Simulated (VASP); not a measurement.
# Al2O (Fm-3m) in VASP: further runs

Runs on Al2O. Level: r2SCAN+D3(BJ). Tasks: single point.

Everything below comes from runs of VASP 6.6.1. Logs are shortened: lines on timing, memory, paths and dates and some standing lists are left out, and cuts for length are marked.

### 1 The cell of the first run

It takes space group Fm-3m (No. 225, cubic). Conventional cell: a = 5.691 Å, b = 5.691 Å, c = 5.691 Å, α = 90.00°, β = 90.00°, γ = 90.00°. Al (site symmetry -43m) has 4 O at 2.46 Å and 6 Al at 2.85 Å within 3.3 Å. Within 3.3 Å of O (site symmetry m-3m) lie 8 Al at 2.46 Å.

### 2 Single point, r2SCAN+D3(BJ)

POSCAR reads:

```
Al2O
1.0
    0.0000000000      2.8457100000      2.8457100000
    2.8457100000      0.0000000000      2.8457100000
    2.8457100000      2.8457100000      0.0000000000
Al O
2 1
Direct
    0.2500000000      0.2500000000      0.2500000000
    0.7500000000      0.7500000000      0.7500000000
    0.0000000000      0.0000000000      0.0000000000
```

INCAR.step1 reads:

```
  PREC = Accurate
  ENCUT = 660
  ISMEAR = -1
  SIGMA = 0.15
  LREAL = False
  LASPH = True
  NELM = 120
  NBANDS = 13
  GGA = PE
  ALGO = Normal
  EDIFF = 1E-5
  LWAVE = True
  LCHARG = False
  GGA_COMPAT = False
```

INCAR.step2 reads:

```
  PREC = Accurate
  ENCUT = 660
  EDIFF = 1E-6
  ISMEAR = -1
  SIGMA = 0.15
  LREAL = False
  LASPH = True
  NELM = 120
  ALGO = Normal
  ISIF = 2
  LWAVE = False
  LCHARG = False
  METAGGA = R2SCAN
  LMIXTAU = True
  IVDW = 12
  VDW_S6 = 1.0
  VDW_S8 = 0.78981345
  VDW_A1 = 0.49484001
  VDW_A2 = 5.73083694
  NBANDS = 13
  ISTART = 1
  GGA_COMPAT = False
```

KPOINTS reads:

```
Automatic mesh
0
Gamma
  8 8 8
```

Potentials or basis: VASP PAW PBE potentials, release 64 (Al, O).

The run is started by

```bash
$ cat potpaw_PBE.64/Al/POTCAR potpaw_PBE.64/O/POTCAR > POTCAR
$ cp INCAR.step1 INCAR
$ mpirun -np 1 vasp_std > vasp.out
$ cp INCAR.step2 INCAR
$ mpirun -np 1 vasp_std > vasp.out
```

OUTCAR:

```text
PREC = Accurate
   ENCUT = 660
   EDIFF = 1E-6
   ISMEAR = -1
   LREAL = False
   LASPH = True
   NELM = 120
   ISIF = 2
   METAGGA = R2SCAN
   IVDW = 12
   ISTART = 1
 IVDW          = 12

 ion  position               nearest neighbor table
   1  0.250  0.250  0.250-   3 2.46   3 2.46   3 2.46   3 2.46   2 2.85   2 2.85   2 2.85   2 2.85
                             2 2.85   2 2.85
   2  0.750  0.750  0.750-   3 2.46   3 2.46   3 2.46   3 2.46   1 2.85   1 2.85   1 2.85   1 2.85
                             1 2.85   1 2.85
   3  0.000  0.000  0.000-   2 2.46   2 2.46   2 2.46   1 2.46   1 2.46   1 2.46   2 2.46   1 2.46

  LATTYP: Found a face centered cubic cell.
 ALAT       =     5.6914200000

  Lattice vectors:

 A1 = (   0.0000000000,   2.8457100000,   2.8457100000)
 A2 = (   2.8457100000,   0.0000000000,   2.8457100000)
 A3 = (   2.8457100000,   2.8457100000,   0.0000000000)

Analysis of symmetry for initial positions (statically):
=====================================================================
 Subroutine PRICEL returns:
 Original cell was already a primitive cell.

 Routine SETGRP: Setting up the symmetry group for a
 face centered cubic supercell.

 Subroutine GETGRP returns: Found 48 space group operations
 (whereof 48 operations were pure point group operations)
 out of a pool of 48 trial point group operations.

The static configuration has the point symmetry O_h .

Analysis of symmetry for dynamics (positions and initial velocities):
=====================================================================
 Subroutine PRICEL returns:
 Original cell was already a primitive cell.

 Routine SETGRP: Setting up the symmetry group for a
 face centered cubic supercell.

 Subroutine GETGRP returns: Found 48 space group operations
 (whereof 48 operations were pure point group operations)
 out of a pool of 48 trial point group operations.

The dynamic configuration has the point symmetry O_h .

 Subroutine INISYM returns: Found 48 space group operations
 (whereof 48 operations are pure point group operations),
 and found     1 'primitive' translations

----------------------------------------------------------------------------------------

                                     Primitive cell

  volume of cell :      46.0895

  direct lattice vectors                    reciprocal lattice vectors
     0.000000000  2.845710000  2.845710000    -0.175703076  0.175703076  0.175703076
     2.845710000  0.000000000  2.845710000     0.175703076 -0.175703076  0.175703076
     2.845710000  2.845710000  0.000000000     0.175703076  0.175703076 -0.175703076

  length of vectors
     4.024441677  4.024441677  4.024441677     0.304326654  0.304326654  0.304326654

  position of ions in fractional coordinates (direct lattice)
     0.250000000  0.250000000  0.250000000
     0.750000000  0.750000000  0.750000000
     0.000000000  0.000000000  0.000000000

  ion indices of the primitive-cell ions
   primitive index   ion index
                 1           1
                 2           2
                 3           3

----------------------------------------------------------------------------------------

 KPOINTS: Automatic mesh

Automatic generation of k-mesh.
 Grid dimensions read from file:
 generate k-points for:    8    8    8

 Generating k-lattice:

  Cartesian coordinates                     Fractional coordinates (reciprocal lattice)
    -0.021962884  0.021962884  0.021962884     0.125000000  0.000000000  0.000000000
     0.021962884 -0.021962884  0.021962884     0.000000000  0.125000000  0.000000000
     0.021962884  0.021962884 -0.021962884     0.000000000  0.000000000  0.125000000

  Length of vectors
     0.038040832  0.038040832  0.038040832

  Shift w.r.t. Gamma in fractional coordinates (k-lattice)
     0.000000000  0.000000000  0.000000000

 Subroutine IBZKPT returns following result:
 ===========================================

 Found     29 irreducible k-points:

 Following reciprocal coordinates:
            Coordinates               Weight
  0.000000  0.000000  0.000000      1.000000
  0.125000  0.000000  0.000000      8.000000
  0.250000  0.000000  0.000000      8.000000
  0.375000  0.000000  0.000000      8.000000
  0.500000  0.000000  0.000000      4.000000
  0.125000  0.125000  0.000000      6.000000
[... 16 lines left out ...]
  0.500000  0.250000  0.125000     48.000000
 -0.375000  0.250000  0.125000     24.000000
 [... further k-points ...]
   k-points           NKPTS =     29   k-points in BZ     NKDIM =     29   number of bands    NBANDS=     13
   number of dos      NEDOS =    301   number of ions     NIONS =      3
   total plane-waves  NPLWV =  46656
   dimension x,y,z NGX =    36 NGY =   36 NGZ =   36
   dimension x,y,z NGXF=    72 NGYF=   72 NGZF=   72
   ions per type =               2   1
   NGX,Y,Z   is equivalent  to a cutoff of  14.87, 14.87, 14.87 a.u.
   NGXF,Y,Z  is equivalent  to a cutoff of  29.74, 29.74, 29.74 a.u.
 SYSTEM =  unknown system
   PREC   = accura    normal or accurate (medium, high low for compatibility)
   ISTART =      1    job   : 0-new  1-cont  2-samecut
   ICHARG =      0    charge: 1-file 2-atom 10-const
   ISPIN  =      1    spin polarized calculation?
   LNONCOLLINEAR =      F non collinear calculations
   LSORBIT =      F    spin-orbit coupling
   LASPH  =      T    aspherical Exc in radial PAW
   ENCUT  =  660.0 eV  48.51 Ry    6.96 a.u.   8.43  8.43  8.43*2*pi/ulx,y,z
   NELM   =    120;   NELMIN=  2; NELMDL=  0     # of ELM steps
   EDIFF  = 0.1E-05   stopping-criterion for ELM
   LREAL  =      F    real-space projection
[... 7 lines left out ...]
   TEBEG  =    0.0;   TEEND  =   0.0 temperature during run
   PSTRESS=    0.0 pullay stress
   NELECT =      12.0000    total number of electrons
   NUPDOWN=      -1.0000    fix difference up-down
   EMIN   =  10.00;   EMAX   =-10.00  energy-range for DOS
   EFERMI =   0.00;   METHOD = LEGACY
   ISMEAR =    -1;   SIGMA  =   0.15  broadening in eV -4-tet -1-fermi 0-gaus
   EFERMI_NEDOS =   21; number of points for ismear=-14 and -15
   IALGO  =     38    algorithm
   IMIX   =      4    mixing-type and parameters
     AMIX     =   0.40;   BMIX     =  1.00
     AMIX_MAG =   1.60;   BMIX_MAG =  1.00
  volume/ion in A,a.u.               =      15.36       103.68
  Fermi-wavevector in a.u.,A,eV,Ry     =   1.045365  1.975453 14.868282  1.092788
  Thomas-Fermi vector in A             =   2.180157
   LORBIT       =      0    0 simple, 1 ext, 2 COOP (PROOUT), +10 PAW based schemes
   METAGGA = R2SCAN    functional components
   LHFCALC =     F    Hartree Fock is set to
   AEXX    =    0.0000 exact exchange contribution
   IVDW    =    12    specifies the selected vdW correction
   LEPSILON=     F    determine dielectric tensor
   LRPA    =     F    only Hartree local field effects (RPA)
 non-spin polarized calculation
  energy-cutoff  :      660.00
  volume of cell :       46.09
 maximum number of plane-waves:      1807
 NGX is ok and might be reduce to    36
   NGX = 17   NGY = 17   NGZ = 17

 number of electron      11.9999999 magnetization

 Free energy of the ion-electron system (eV)
  ---------------------------------------------------
  ext. energy  EPLUGINS =         0.00000000
  ---------------------------------------------------
  free energy    TOTEN  =       -18.71741625 eV

  energy without entropy =      -18.54433010  energy(sigma->0) =      -18.63087317

 E-fermi :   6.3618     XC(G=0): -10.5773

 val. band max:        6.3475756041   @ k =  -0.3750   0.3750   0.1250
 cond. band min:       6.4368783331   @ k =  -0.2500   0.2500   0.0000
 fundamental gap:      0.0893027289
 Fermi energy:         6.3618427536

 k-point     1 :       0.0000    0.0000    0.0000
  band No.  band energies     occupation
      1     -13.9602      2.00000
      2      -1.0977      2.00000
      3       1.5642      2.00000
      4       1.5642      2.00000
      5       1.5642      2.00000
      6       8.0422      0.00003
      7       8.0422      0.00003
      8       8.0422      0.00003
      9      11.5021      0.00000
     10      13.1919      0.00000
     11      13.1919      0.00000
     12      13.1919      0.00000
     13      13.4755      0.00000

 k-point     2 :       0.1250    0.0000    0.0000
  band No.  band energies     occupation
      1     -13.9251      2.00000
      2      -1.3057      2.00000
      3       1.5050      2.00000
      4       1.5050      2.00000
      5       1.7853      2.00000
      6       7.3003      0.00383
      7       8.1864      0.00001
      8       8.1864      0.00001
      9      11.9147      0.00000
     10      11.9147      0.00000
     11      12.1256      0.00000
     12      13.2698      0.00000
     13      15.0971      0.00000

 k-point     3 :       0.2500    0.0000    0.0000
  band No.  band energies     occupation
      1     -13.8387      2.00000
      2      -1.6985      2.00000
      3       1.3730      2.00000
      4       1.3730      2.00000
      5       2.0945      2.00000
      6       6.4399      0.74565
      7       8.3841      0.00000
      8       8.3841      0.00000
      9      11.2275      0.00000
     10      11.2275      0.00000
     11      11.6548      0.00000
     12      14.9287      0.00000
     13      16.6003      0.00000
[... 305 lines left out ...]
 k-point    23 :       0.5000    0.2500    0.1250
  band No.  band energies     occupation
      1     -13.7040      2.00000
      2      -1.7409      2.00000
      3       0.0245      2.00000
      4       0.9421      2.00000
      5       3.7369      2.00000
      6       6.0324      1.79981
      7       6.6471      0.25975
      8       8.5504      0.00000
      9       9.8649      0.00000
     10      11.8057      0.00000
     11      14.2722      0.00000
     12      15.9303      0.00000
     13      16.7417      0.00000

 k-point    24 :      -0.3750    0.2500    0.1250
  band No.  band energies     occupation
      1     -13.6743      2.00000
      2      -1.6977      2.00000
      3      -0.2359      2.00000
      4       0.8538      2.00000
      5       3.9146      2.00000
      6       5.9674      1.86550
      7       6.6966      0.19383
      8       8.3117      0.00000
      9      10.2978      0.00000
     10      11.3052      0.00000
     11      14.3472      0.00000
     12      16.3462      0.00000
     13      16.8354      0.00000

 [... further k-points ...]

------------------------ aborting loop because EDIFF is reached ----------------------------------------

 Edisp (eV)   -0.30712

 E8    (eV) :    -0.0999

  FORCE on cell =-STRESS in cart. coord.  units (eV):
  Direction    XX          YY          ZZ          XY          YZ          ZX
  --------------------------------------------------------------------------------------
  -------------------------------------------------------------------------------------
  Total      -0.83780    -0.83780    -0.83780    -0.00000    -0.00000     0.00000
  in kB     -29.12388   -29.12388   -29.12388    -0.00000    -0.00000     0.00000
  external pressure =      -29.12 kB  Pullay stress =        0.00 kB

 VOLUME and BASIS-vectors are now :
 -----------------------------------------------------------------------------
  energy-cutoff  :      660.00
  volume of cell :       46.09
      direct lattice vectors                 reciprocal lattice vectors
     0.000000000  2.845710000  2.845710000    -0.175703076  0.175703076  0.175703076
     2.845710000  0.000000000  2.845710000     0.175703076 -0.175703076  0.175703076
     2.845710000  2.845710000  0.000000000     0.175703076  0.175703076 -0.175703076

 POSITION                                       TOTAL-FORCE (eV/Angst)
 -----------------------------------------------------------------------------------
      1.42285      1.42285      1.42285        -0.000000     -0.000000     -0.000000
      4.26856      4.26856      4.26856         0.000000      0.000000      0.000000
      0.00000      0.00000      0.00000        -0.000000     -0.000000     -0.000000
 -----------------------------------------------------------------------------------
    total drift:                               -0.000000      0.000000      0.000000

  FREE ENERGIE OF THE ION-ELECTRON SYSTEM (eV)
  ---------------------------------------------------
  free  energy   TOTEN  =       -19.0245392422 eV

  energy  without entropy=      -18.8514530920  energy(sigma->0) =      -18.93799617
```

Wall time 4.4 min (1 thread of AMD EPYC, shared host); peak memory 0.19 GiB.

Results:

```yaml
Free_energy: -19.0245 eV
Pressure: -2.9 GPa
Band_gap_on_the_k_mesh: zero (bands 6 and 7 overlap by 1.84 eV)
Dispersion_energy_per_atom: -0.102 eV
```

Levels at points of the mesh, in eV from the Fermi level:
| k point | band 2 | band 3 | band 4 | band 5 | band 6 | band 7 | band 8 | band 9 | band 10 | band 11 |
| --- | --- | --- | --- | --- | --- | --- | --- | --- | --- | --- |
| (0.00, 0.00, 0.00) | -7.46 | -4.80 | -4.80 | -4.80 | 1.68 | 1.68 | 1.68 | 5.14 | 6.83 | 6.83 |
| (0.50, 0.00, 0.00) | -8.48 | -5.15 | -5.15 | -4.31 | -0.14 | 1.86 | 1.86 | 4.87 | 5.18 | 5.18 |
| (0.50, 0.50, 0.00) | -8.18 | -5.89 | -5.89 | -2.91 | -1.50 | 0.41 | 2.65 | 2.65 | 6.23 | 9.72 |

Caveat: three body term missing; the PAW data sets were made with another functional, which shifts forces and pressure a little.

### 3 Single point, r2SCAN+D3(BJ)

POSCAR is that of step 2.

INCAR.step1 reads:

```
SYSTEM = Al2O
PREC     = Accurate       ! precision mode
ENCUT    = 660            ! plane-wave cutoff, eV
ISMEAR   = -1             ! smearing method
SIGMA    = 0.15           ! smearing width, eV
LREAL    = .False.        ! projectors in reciprocal space
LASPH    = .True.         ! aspherical terms in the spheres
NELM     = 120            ! most SCF steps
NBANDS   = 13             ! bands
GGA      = PE             ! functional
ALGO     = Normal         ! electronic algorithm
EDIFF    = 1E-5           ! SCF threshold, eV
LWAVE    = .True.         ! write WAVECAR
LCHARG   = .False.        ! write CHGCAR
GGA_COMPAT= .False.
```

INCAR.step2 reads:

```
SYSTEM = Al2O
PREC     = Accurate       ! precision mode
ENCUT    = 660            ! plane-wave cutoff, eV
EDIFF    = 1E-6           ! SCF threshold, eV
ISMEAR   = -1             ! smearing method
SIGMA    = 0.15           ! smearing width, eV
LREAL    = .False.        ! projectors in reciprocal space
LASPH    = .True.         ! aspherical terms in the spheres
NELM     = 120            ! most SCF steps
ALGO     = Normal         ! electronic algorithm
ISIF     = 2              ! what is computed and relaxed
LWAVE    = .False.        ! write WAVECAR
LCHARG   = .False.        ! write CHGCAR
METAGGA  = R2SCAN         ! meta-GGA
LMIXTAU  = .True.       
IVDW     = 12             ! dispersion correction
VDW_S6   = 1.0          
VDW_S8   = 0.78981345   
VDW_A1   = 0.49484001   
VDW_A2   = 5.73083694   
NBANDS   = 13             ! bands
ISTART   = 1            
GGA_COMPAT= .False.
```

KPOINTS reads:

```
Automatic mesh
0
Gamma
  8 8 8
  0 0 0
```

Potentials or basis: VASP PAW PBE potentials, release 64 (Al, O).

The run is started by

```bash
$ cat potpaw_PBE.64/Al/POTCAR potpaw_PBE.64/O/POTCAR > POTCAR
$ cp INCAR.step1 INCAR
$ mpirun -np 1 vasp_std > vasp.out
$ cp INCAR.step2 INCAR
$ mpirun -np 1 vasp_std > vasp.out
```

It took 4.1 min on 1 thread of AMD EPYC, shared host; peak memory 0.19 GiB.

The run converged. Its results:

- Free energy: -19.0245 eV
- Pressure: -2.9 GPa
- Band gap on the k mesh: zero (bands 6 and 7 overlap by 1.84 eV)
- Dispersion energy per atom: -0.102 eV

Levels at points of the mesh, in eV from the Fermi level:
```tsv
k point	band 2	band 3	band 4	band 5	band 6	band 7	band 8	band 9	band 10	band 11
(0.00, 0.00, 0.00)	-7.46	-4.80	-4.80	-4.80	1.68	1.68	1.68	5.14	6.83	6.83
(0.50, 0.00, 0.00)	-8.48	-5.15	-5.15	-4.31	-0.14	1.86	1.86	4.87	5.18	5.18
(0.50, 0.50, 0.00)	-8.18	-5.89	-5.89	-2.91	-1.50	0.41	2.65	2.65	6.23	9.72
```

Caveat: three body term missing; the PAW data sets were made with another functional, which shifts forces and pressure a little.
